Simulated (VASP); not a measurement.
**Sr: relaxation of cell and atoms with LDA**

Crystal: Sr.

```
Sr
1.0
     3.65658    0.00000    0.00000
    -1.82829    3.16669    0.00000
     0.00000    0.00000    5.92366
Sr
2
Direct
  0.33333 0.66667 0.25000
  0.66667 0.33333 0.75000
```

This isn't the form of Sr at room conditions, which is fcc.

```yaml
Program: VASP 6.6.1
Task: relaxation of cell and atoms
Functional: LDA
Potentials_or_basis: VASP PAW LDA potentials, release 64 (Sr_sv)
Cutoff: 600 eV
k_mesh: 12 × 12 × 7
Occupations: fermi-dirac, width 0.1 eV
Spin: no spin polarisation
Target_pressure: 8.1 GPa
Dipole_correction: no
Further_INCAR_settings: ALGO = Normal; EDIFF = 1e-06; IBRION = 2; EDIFFG = -0.005; NSW = 60; ISIF = 3
```

```json
{
  "Relaxed volume": "34.00 Å³/atom",
  "Relaxed cell": "a = 3.623 Å, b = 3.623 Å, c = 5.983 Å, α = 90.00°, β = 90.00°, γ = 120.00°",
  "Space group after relaxing (to 0.1 Å)": "P6_3/mmc (No. 194)",
  "Energy change on relaxing (the run minimises the enthalpy)": "+13.4 meV/atom",
  "Ionic steps": "8",
  "Pressure after relaxing": "8.1 GPa",
  "Band gap on the k mesh": "zero (bands 10 and 11 overlap by 0.64 eV)"
}
```

The path:
```csv
step,energy change (eV),largest force (eV/Å),pressure (GPa),volume (Å³)
1,0.0000,0.0000,7.81,68.59
2,0.0289,0.0000,8.13,67.97
3,0.0413,0.0000,8.25,67.72
4,0.0428,0.0000,8.25,67.69
5,0.0457,0.0000,8.30,67.64
6,0.0440,0.0000,8.28,67.67
7,0.0292,0.0000,8.14,67.96
8,0.0267,0.0000,8.11,68.00
```

Final structure:
```
Sr
1.0
     3.62288    0.00000    0.00000
    -1.81144    3.13751    0.00000
     0.00000    0.00000    5.98272
Sr
2
Cartesian
  0.0000 2.0917 1.4957
  1.8114 1.0458 4.4870
```

Levels at points of the mesh, in eV from the Fermi level:
| k point | band 6 | band 7 | band 8 | band 9 | band 10 | band 11 | band 12 | band 13 | band 14 |
| --- | --- | --- | --- | --- | --- | --- | --- | --- | --- |
| (0.00, 0.00, 0.00) | -17.26 | -17.26 | -17.26 | -4.08 | -1.37 | 1.42 | 2.73 | 2.83 | 2.83 |
| (0.50, 0.00, 0.00) | -17.59 | -17.47 | -17.38 | -0.98 | -0.65 | -0.35 | 0.90 | 2.08 | 2.68 |

It took 2.5 min on 1 thread of AMD EPYC 9R45 96-Core Processor (Zen 5), on a shared host, peak memory 0.2 GiB.

Caveat: the cell is relaxed towards a set pressure, so the run minimises the enthalpy, not the energy.
